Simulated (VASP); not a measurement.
A run of VASP 6.6.1:

INCAR

```
SYSTEM = Sn4AsSe
PREC = Accurate ; ENCUT = 600
EDIFF = 1E-6 ; ISMEAR = 0
SIGMA = 0.1 ; LREAL = .FALSE.
LASPH = .TRUE. ; NELM = 60
ALGO = Normal ; ISIF = 3
LWAVE = .FALSE. ; LCHARG = .FALSE.
GGA = PE ; IBRION = 2
NSW = 80 ; EDIFFG = -0.001
```

KPOINTS

```
Automatic mesh
0
G
  8 8 4
  0 0 0
```

The input POSCAR:

```
Sn4AsSe
1.0
    4.2510002372      0.0000000000      0.0000000000
    0.0000000000      4.2510002372      0.0000000000
    0.0000000000      0.0000000000      9.0042615472
Sn As Se
4 1 1
Direct
    0.5000000000      0.5000000000      0.3419296195
    0.0000000000      0.0000000000      0.6659739606
    0.5000000000      0.5000000000      0.9826200241
    0.0000000000      0.0000000000      0.0097057196
    0.5000000000      0.5000000000      0.6518870504
    0.0000000000      0.0000000000      0.3478825959
```

Potentials or basis: VASP PAW PBE potentials, release 64 (Sn_d, As, Se).

Launch:

```bash
$ cat potpaw_PBE.64/Sn_d/POTCAR potpaw_PBE.64/As/POTCAR potpaw_PBE.64/Se/POTCAR > POTCAR
$ mpirun -np 1 vasp_std > vasp.out
```

Hardware: 1 thread of Intel Xeon 8259CL, on a shared host.

Estimate the wall time of this run.

It took 79 min on 1 thread of Intel Xeon 8259CL, with other jobs on the host, peak memory 0.53 GiB. Counts: scf iterations 114, k points 45, ion steps 39.
